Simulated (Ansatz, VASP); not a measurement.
This is a calculation of InAs for Ansatz 0.2.0.

Contents of input.yaml:

```yaml
crystal:
  lattice:
    - [0.0, 3.018, 3.018]
    - [3.018, 0.0, 3.018]
    - [3.018, 3.018, 0.0]
  atoms:
    - { symbol: In, position: [0.0, 0.0, 0.0] }
    - { symbol: As, position: [0.75, 0.75, 0.75] }
kpoints:
  mp_grid: { grid: [8, 8, 8] }
scf:
  occupations: { method: fermi_dirac, width: 0.05 }
hamiltonian:
  xc: rpbe
  pseudopotentials: { kind: all_electron, lapw: { basis_error: 0.001 } }
output:
  forces: true
  stress: true
relax:
  f_tol: 0.005
  max_steps: 60
  cell: {}
```

Potentials or basis: all-electron LAPW, scalar-relativistic.

Launch:

```bash
$ ansatz run input.yaml --threads 1 --pin off --max-ram 3072MiB --backend cpu --events-out ev --progress --plain --runs-dir out
```

**Question.** Set up the same calculation for VASP 6.6.1. Potentials there: VASP PAW PBE potentials, release 64 (In_d, As).

**Answer.** As run (the cutoff follows the program's own potentials):

The input INCAR:

```
SYSTEM = InAs
PREC = Accurate
ENCUT = 600
EDIFF = 1E-6
ISMEAR = -1
SIGMA = 0.05
LREAL = .False.
LASPH = .True.
NELM = 60
ALGO = Normal
ISIF = 3
LWAVE = .False.
LCHARG = .False.
GGA = RP
IBRION = 2
NSW = 80
EDIFFG = -0.005
```

Contents of KPOINTS:

```
regular mesh
0
Gamma
  8 8 8
  0 0 0
```

POSCAR

```
InAs
1.0
    0.0000000000      3.0180000000      3.0180000000
    3.0180000000      0.0000000000      3.0180000000
    3.0180000000      3.0180000000      0.0000000000
In As
1 1
Direct
    0.0000000000      0.0000000000      0.0000000000
    0.7500000000      0.7500000000      0.7500000000
```

Potentials or basis: VASP PAW PBE potentials, release 64 (In_d, As).

Run with:

```bash
$ cat potpaw_PBE.64/In_d/POTCAR potpaw_PBE.64/As/POTCAR > POTCAR
$ mpirun -np 1 vasp_std > vasp.out
```

Both were run:

|  | VASP | Ansatz | Ansatz less VASP |
| --- | --- | --- | --- |
| relaxed volume (Å³/atom) | 30.63 | 30.60 | -0.033 |
| relaxed cell length with the largest relative difference (Å) | 4.425 | 4.423 | -0.0016 |

VASP's potentials were made for PBE, not for RPBE. Ansatz ran all-electron here, and VASP with PAW potentials.
